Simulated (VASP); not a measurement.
ScGaTe3:

```xyz
5
Lattice="3.3856 1.9547 3.3827 -3.3856 1.9547 3.3827 0.0000 -3.9093 3.3827" Properties=species:S:1:pos:R:3 pbc="T T T"
Sc    0.0000    0.0000    0.0000
Ga    0.0000    0.0000    5.0741
Te    0.0000   -1.9547    1.6914
Te    1.6928    0.9773    1.6914
Te   -1.6928    0.9773    1.6914
```

| Property | Result |
| --- | --- |
| Program | VASP 6.6.1 |
| Task | relaxation of cell and atoms |
| Functional | PBE |
| Potentials or basis | VASP PAW PBE potentials, release 64 (Sc_sv, Ga_d, Te) |
| Cutoff | 600 eV |
| k mesh | 3 × 3 × 3 |
| Occupations | gaussian, width 0.1 eV |
| Spin | no spin polarisation |

At the start: pressure 14.8 GPa; volume 26.86 Å³/atom.

**Question.** Where does the relaxation end?

**Answer.** Over 7 steps the energy falls by 313.9 meV/atom and the volume is 33.97 Å³/atom (+26.5 %); space group R-3m (No. 166, to 0.05 Å).

The path:
```csv
step,energy change (eV),largest force (eV/Å),pressure (GPa),volume (Å³)
1,0.0000,0.0000,14.83,134.32
2,-1.3328,0.0000,-2.82,188.52
3,-1.4780,0.0000,-0.09,171.69
4,-1.4783,0.0000,-0.27,172.62
5,-1.5208,0.0000,-0.23,171.92
6,-1.5679,0.0000,0.11,169.38
7,-1.5695,0.0000,0.03,169.85
```

Final structure:
```yaml
crystal:
  lattice:
    - [3.51147, 2.02735, 3.97645]
    - [-3.51147, 2.02735, 3.97645]
    - [0.00000, -4.05470, 3.97645]
  atoms:
    - { symbol: Sc, position: [0.00000, 0.00000, 0.00000] }
    - { symbol: Ga, position: [0.50000, 0.50000, 0.50000] }
    - { symbol: Te, position: [0.00000, 0.00000, 0.50000] }
    - { symbol: Te, position: [0.50000, 0.00000, 0.00000] }
    - { symbol: Te, position: [0.00000, 0.50000, 0.00000] }
```

Caveat: the k points lie up to 0.39 Å⁻¹ apart in the final cell; the volume moved by over 15 % at a fixed basis, so the end points are rough.
